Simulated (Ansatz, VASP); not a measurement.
# In3P2: VASP beside Ansatz

```
In P
1.0
     3.52694    2.03628    6.12304
    -3.52694    2.03628    6.12304
     0.00000   -4.07256    6.12304
In P
6 4
Direct
  0.54244 0.95756 0.25000
  0.25000 0.54244 0.95756
  0.95756 0.25000 0.54244
  0.45756 0.04244 0.75000
  0.75000 0.45756 0.04244
  0.04244 0.75000 0.45756
  0.35840 0.35840 0.35840
  0.14160 0.14160 0.14160
  0.64160 0.64160 0.64160
  0.85840 0.85840 0.85840
```

Alike in both runs: functional PBE; k mesh 6 × 6 × 6; occupations gaussian, width 0.1 eV; no spin polarisation.

Ansatz relaxed the structure, and its values are those at the end. VASP's run is a single point on that final structure, the one shown.

```csv
,VASP,Ansatz
version,VASP 6.6.1,Ansatz 0.2.0
potentials or method,"VASP PAW PBE potentials, release 64 (In_d, P), cutoff 520 eV","scalar-relativistic, plane waves, PAW"
valence electrons in the cell,98,98
```

Ansatz gave:

* gap on the k mesh at the Fermi level (eV): none
* pressure (GPa): 0.0

**Question.** Which values does VASP return?

**Answer.** gap on the k mesh at the Fermi level (eV): none; pressure (GPa): -0.1.

A gap of «none» marks a metal or a gap that the smearing closes. With one functional, cell and mesh, what is left measures potentials, basis and numerics.
